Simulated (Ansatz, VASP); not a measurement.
# One calculation of Bi2Se3, two programs

```
CELL_PARAMETERS angstrom
2.09366 1.20877 10.43403
-2.09366 1.20877 10.43403
0.00000 -2.41755 10.43403
ATOMIC_POSITIONS crystal
Bi 0.39544 0.39561 0.39574
Bi 0.60447 0.60439 0.60435
Se 0.00004 0.00001 0.99997
Se 0.22115 0.22103 0.22094
Se 0.77890 0.77896 0.77900
```

Change from the starting cell: atom 4 moved 0.06 Å; relaxed back.

Alike in both runs: functional PBE; k mesh 6 × 6 × 6; occupations gaussian, width 0.05 eV; no spin polarisation.

Ansatz relaxed the structure, and its values are those at the end. VASP's run is a single point on that final structure, the one shown.

```csv
,VASP,Ansatz
version,VASP 6.6.1,Ansatz 0.2.0
potentials or method,"VASP PAW PBE potentials, release 64 (Bi_d, Se), cutoff 520 eV","scalar-relativistic, plane waves, PAW"
valence electrons in the cell,48,78
```

VASP gave:

```
gap on the k mesh at the Fermi level (eV) : 0.69
least direct gap on the mesh (eV)         : 0.71
pressure (GPa)                            : 0.0
rms of the force components (eV/Å)        : 0.007
```

Task: Estimate Ansatz's values.

Result: gap on the k mesh at the Fermi level (eV): 0.69; least direct gap on the mesh (eV): 0.71; pressure (GPa): 0.0; rms of the force components (eV/Å): 0.002.

VASP's potentials hold 48 valence electrons a cell and Ansatz's 78, so a difference there can come from the potentials and not from the codes. Ansatz's warnings: stress scf threshold loose.

Neither program's run includes spin-orbit coupling.
